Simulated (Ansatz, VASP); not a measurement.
SnO: VASP beside Ansatz

File INCAR:

```
SYSTEM = SnO
AGGAC = 1.0 ; AGGAX = 1.0
ALDAC = 0.0 ; ALDAX = 1.0
ALGO = Normal ; EDIFF = 1E-6
ENCUT = 910 ; GGA = B5
GGA_COMPAT = .FALSE. ; ISIF = 2
ISMEAR = 0 ; LASPH = .TRUE.
LCHARG = .TRUE. ; LELF = .TRUE.
LREAL = .FALSE. ; LVHAR = .TRUE.
LWAVE = .FALSE. ; NBANDS = 28
NELM = 120 ; PREC = Accurate
SIGMA = 0.01
```

KPOINTS

```
k-points
0
G
  6 4 4
  0 0 0
```

Contents of POSCAR:

```
SnO
1.0
    3.3550050000      0.0000000000      0.0000000000
    0.0000000000      5.6741040000      0.0000000000
    0.0000000000      0.0000000000      4.2219700000
Sn O
2 2
Direct
    0.0000000000      0.2319090000      0.5131440000
    0.5000000000      0.7680910000      0.0131440000
    0.0000000000      0.8912500000      0.7368570000
    0.5000000000      0.1087500000      0.2368570000
```

Input for Ansatz:

```yaml
crystal:
  lattice:
    - [3.355005, 0.0, 0.0]
    - [0.0, 5.674104, 0.0]
    - [0.0, 0.0, 4.22197]
  atoms:
    - { symbol: Sn, position: [0.0, 0.231909, 0.513144] }
    - { symbol: Sn, position: [0.5, 0.768091, 0.013144] }
    - { symbol: O, position: [0.0, 0.89125, 0.736857] }
    - { symbol: O, position: [0.5, 0.10875, 0.236857] }
basis:
  ecutwfc: 421.77648681281397
kpoints:
  mp_grid:
    grid: [6, 4, 4]
hamiltonian:
  xc: blyp
scf:
  occupations:
    method: fixed
output:
  forces: true
  stress: true
```

Alike in both runs: task single point; functional BLYP; k mesh 6 × 4 × 4; no spin polarisation.

|  | VASP | Ansatz |
| --- | --- | --- |
| version | VASP 6.6.1 | Ansatz 0.2.0 |
| potentials or method | VASP PAW PBE potentials, release 64 (Sn_d, O_h), cutoff 910 eV | plane waves, PAW |
| occupations | gaussian, width 0.01 eV | fixed |
| valence electrons in the cell | 40 | 40 |

```tsv
	VASP	Ansatz	Ansatz less VASP
rms of the force components (eV/Å)	0.069	0.030	-0.0392
```

VASP's potentials were made for PBE, not for BLYP. Atom by atom the forces differ by 0.040 eV/Å (rms over components).

Noted on VASP's run: the cutoff is short for stress, so the pressure is rough.
